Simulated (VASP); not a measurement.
Write the native input for VASP 6.6.1 that does the following.

```yaml
Task: single point
Functional: PBE
Potentials_or_basis: VASP PAW PBE potentials, release 64 (W_sv, Se)
Cutoff: 520 eV
k_mesh: 4 × 4 × 4
Occupations: gaussian, width 0.1 eV
Spin: collinear spin
Starting_moments: "[-0.08, 1.49, 0.13, 0.13, 0.13] μB"
Dipole_correction: no
Further_INCAR_settings: ALGO = Normal; EDIFF = 1e-06; NBANDS = 31
```

The structure of WSe4 lies in POSCAR:

```
WSe4
1.0
    5.3808545000      0.0000000000      0.0000000000
    0.0000000000      5.3808545000      0.0000000000
    0.0000000000      0.0000000000      5.3808545000
W Se
1 4
Direct
    0.5000000000      0.5000000000      0.5000000000
    0.0000000000      0.0000000000      0.0000000000
    0.0000000000      0.5000000000      0.5000000000
    0.5000000000      0.0000000000      0.5000000000
    0.5000000000      0.5000000000      0.0000000000
```

The cell was built from a structure type or drawn by symmetry, and may not be a known phase.

These files were run (other wordings do the same):

INCAR

```
SYSTEM = WSe4
ALGO = Normal
EDIFF = 1E-6
ENCUT = 520
GGA = PE
ISIF = 2
ISMEAR = 0
ISPIN = 2
LASPH = .TRUE.
LCHARG = .FALSE.
LMAXMIX = 4
LORBIT = 11
LREAL = .FALSE.
LWAVE = .FALSE.
MAGMOM = -0.08 1.49 0.13 0.13 0.13
NBANDS = 31
NELM = 150
PREC = Accurate
SIGMA = 0.1
```

KPOINTS

```
k-points
0
G
  4 4 4
  0 0 0
```

Potentials or basis: VASP PAW PBE potentials, release 64 (W_sv, Se).

The run is started by

```bash
$ cat potpaw_PBE.64/W_sv/POTCAR potpaw_PBE.64/Se/POTCAR > POTCAR
$ mpirun -np 1 vasp_std > vasp.out
```

Results of the run:

```yaml
Pressure: -11.5 GPa
Net_moment: 1.86 μB per cell
Site_moments: W -0.08; Se +0.88, +0.11 (each value once) μB
Valence_electrons_inside_the_program's_atomic_spheres: W 11.52; Se 3.57, 3.69 (each value once)
```

Caveat: the cell stands under tension.

Run time: 68 s on 1 thread of Intel(R) Xeon(R) 6975P-C (Granite Rapids), with other jobs on the host, peak memory 0.31 GiB.
